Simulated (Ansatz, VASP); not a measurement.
# C: VASP beside Ansatz

```
CELL_PARAMETERS angstrom
-2.52302 2.52302 1.43540
2.52302 -2.52302 1.43540
2.52302 2.52302 -1.43540
ATOMIC_POSITIONS crystal
C 0.50000 0.50000 0.00000
C 0.25000 0.75000 0.50000
C 0.80331 0.62500 0.67831
C 0.94669 0.12500 0.32169
C 0.37500 0.19669 0.32169
C 0.87500 0.05331 0.67831
```

Alike in both runs: functional PBE; k mesh 12 × 12 × 12; occupations gaussian, width 0.02 eV; no spin polarisation.

Ansatz relaxed the structure, and its values are those at the end. VASP's run is a single point on that final structure, the one shown.

|  | VASP | Ansatz |
| --- | --- | --- |
| version | VASP 6.6.1 | Ansatz 0.2.0 |
| potentials or method | VASP PAW PBE potentials, release 64 (C_h), cutoff 910 eV | scalar-relativistic, plane waves, PAW |
| valence electrons in the cell | 24 | 24 |

Ansatz gave:

| Property | Result |
| --- | --- |
| gap on the k mesh at the Fermi level (eV) | 1.41 |
| least direct gap on the mesh (eV) | 2.73 |
| rms of the force components (eV/Å) | 0.000 |

Task: Estimate VASP's values.

Result: gap on the k mesh at the Fermi level (eV): 1.41; least direct gap on the mesh (eV): 2.73; rms of the force components (eV/Å): 0.005.

Noted on VASP's run: the cutoff is short for stress, so the pressure is rough.
